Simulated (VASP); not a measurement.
Input of a VASP 6.6.1 run:

Contents of INCAR:

```
  ALGO = Normal
  EDIFF = 1E-7
  EDIFFG = -0.08
  ENCUT = 600
  GGA = PE
  GGA_COMPAT = False
  IBRION = 2
  ISIF = 3
  ISMEAR = 0
  ISPIN = 2
  LASPH = True
  LCHARG = False
  LMAXMIX = 4
  LORBIT = 11
  LREAL = False
  LWAVE = False
  MAGMOM = 0 0 1 1 0 0 0
  NELM = 200
  NELMIN = 4
  NSW = 36
  PREC = Accurate
  SIGMA = 0.2
```

Contents of KPOINTS:

```
k-points
0
Gamma
  4 4 3
```

File POSCAR:

```
Mg2Ti2O3
1.0
    4.2797359300      0.0000000000      0.0000000000
   -2.1398679700      3.7063600400      0.0000000000
    0.0000000000      0.0000000000      5.9784155700
Mg Ti O
2 2 3
Direct
    0.3333333300      0.6666666700      0.0000000000
    0.6666666700      0.3333333300      0.0000000000
    0.0000000000      0.0000000000      0.2439641400
    0.0000000000      0.0000000000      0.7560358600
    0.0000000000      0.0000000000      0.0000000000
    0.3333333300      0.6666666700      0.5000000000
    0.6666666700      0.3333333300      0.5000000000
```

Potentials or basis: VASP PAW PBE potentials, release 64 (Mg, Ti_sv, O).

Launch:

```console
$ cat potpaw_PBE.64/Mg/POTCAR potpaw_PBE.64/Ti_sv/POTCAR potpaw_PBE.64/O/POTCAR > POTCAR
$ mpirun -np 1 vasp_std > vasp.out
```

Q: Predict the net moment.

A: 0.00 μB per cell.

Q: Predict the relaxed cell.

A: a = 3.823 Å, b = 3.823 Å, c = 7.408 Å, α = 90.00°, β = 90.00°, γ = 120.00°.

Q: Estimate the band gap on the k mesh.

A: Zero (filled and empty bands overlap).

Forces in eV/Å, atoms in the order of the input:
```
Mg   0.000  0.000  0.000
Mg   0.000  0.000  0.000
Ti   0.000  0.000  0.023
Ti   0.000  0.000 -0.023
O    0.000  0.000  0.000
O    0.000  0.000  0.000
O    0.000  0.000  0.000
```

Caveat: the k points lie up to 0.47 Å⁻¹ apart in the final cell, too coarse for converged energies and pressures of a metal; a cell axis changed by over 15 % at a fixed basis, so the end point is rough.
